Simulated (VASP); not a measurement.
Wanted: the native input for a VASP 6.6.1 run.

* Task: single point
* Functional: LDA
* Potentials or basis: VASP PAW LDA potentials, release 64 (Rh_pv)
* Cutoff: 520 eV
* k mesh: 8 × 8 × 8
* Occupations: gaussian, width 0.1 eV
* Spin: no spin polarisation
* Dipole correction: no
* Further INCAR settings: ALGO = Normal; EDIFF = 1e-07; NBANDS = 14

The structure of Rh lies in POSCAR:

```
Rh
1.0
    0.0000000000      1.9029860900      1.9029860900
    1.9029860900      0.0000000000      1.9029860900
    1.9029860900      1.9029860900      0.0000000000
Rh
1
Direct
    0.0000000000      0.0000000000      0.0000000000
```

The input as run:

INCAR

```
SYSTEM = Rh
PREC = Accurate
ENCUT = 520
EDIFF = 1E-7
ISMEAR = 0
SIGMA = 0.1
LREAL = .False.
LASPH = .True.
NELM = 60
ALGO = Normal
ISIF = 2
LWAVE = .False.
LCHARG = .False.
NBANDS = 14
```

KPOINTS

```
regular mesh
0
Gamma
  8 8 8
  0 0 0
```

Potentials or basis: VASP PAW LDA potentials, release 64 (Rh_pv).

Run with:

```sh
$ cat potpaw_LDA.64/Rh_pv/POTCAR > POTCAR
$ mpirun -np 1 vasp_std > vasp.out
```

Results of the run:

The pressure is -10.2 GPa. The band gap on the k mesh is zero (an odd number of electrons rules out a gap without spin polarisation).

Caveat: the cell stands under tension.

It took 7.3 s on 1 thread of Intel Xeon 8259CL (shared host), peak memory 0.12 GiB.
